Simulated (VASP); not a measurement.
Wanted: the native input for a VASP 6.6.1 run.

| Property | Result |
| --- | --- |
| Task | single point |
| Functional | LDA |
| Potentials or basis | VASP PAW LDA potentials, release 64 (Ta_pv, As) |
| Cutoff | 520 eV |
| k mesh | 11 × 11 × 11 |
| Occupations | fermi-dirac, width 0.05 eV |
| Spin | no spin polarisation |
| Dipole correction | no |
| Further INCAR settings | ALGO = Normal; EDIFF = 1e-07; NBANDS = 24 |

The structure of TaAs lies in POSCAR:

```
TaAs
1.0
   -1.6985427614      1.6985427614      5.7886353071
    1.6985427614     -1.6985427614      5.7886353071
    1.6985427614      1.6985427614     -5.7886353071
Ta As
2 2
Direct
    0.4999673000      0.4999673000      0.0000000000
    0.2499673000      0.7499673000      0.5000000000
    0.0826321200      0.0826321200      0.0000000000
    0.8326321200      0.3326321200      0.5000000000
```

This cell differs from its parent crystal: volume scaled by 0.96.

These files were run (other wordings do the same):

INCAR

```
SYSTEM = TaAs
PREC = Accurate ; ENCUT = 520
EDIFF = 1E-7 ; ISMEAR = -1
SIGMA = 0.05 ; LREAL = .False.
LASPH = .True. ; NELM = 80
ALGO = Normal ; ISIF = 2
LWAVE = .False. ; LCHARG = .False.
GGA = CA ; NBANDS = 24
```

KPOINTS

```
regular mesh
0
Gamma
  11 11 11
  0 0 0
```

Potentials or basis: VASP PAW LDA potentials, release 64 (Ta_pv, As).

Launch:

```bash
$ cat potpaw_LDA.64/Ta_pv/POTCAR potpaw_LDA.64/As/POTCAR > POTCAR
$ mpirun -np 1 vasp_std > vasp.out
```

Results of the run:

The pressure is 1.1 GPa, the largest force is 0.044 eV/Å and the band gap on the k mesh is zero (filled and empty bands overlap).

Caveat: spin-orbit coupling is left out, which moves the levels of the heavy elements.

It took 7.9 min on 1 thread of AMD EPYC 7R43 64-Core Processor (Zen 3) (shared host), peak memory 0.35 GiB.
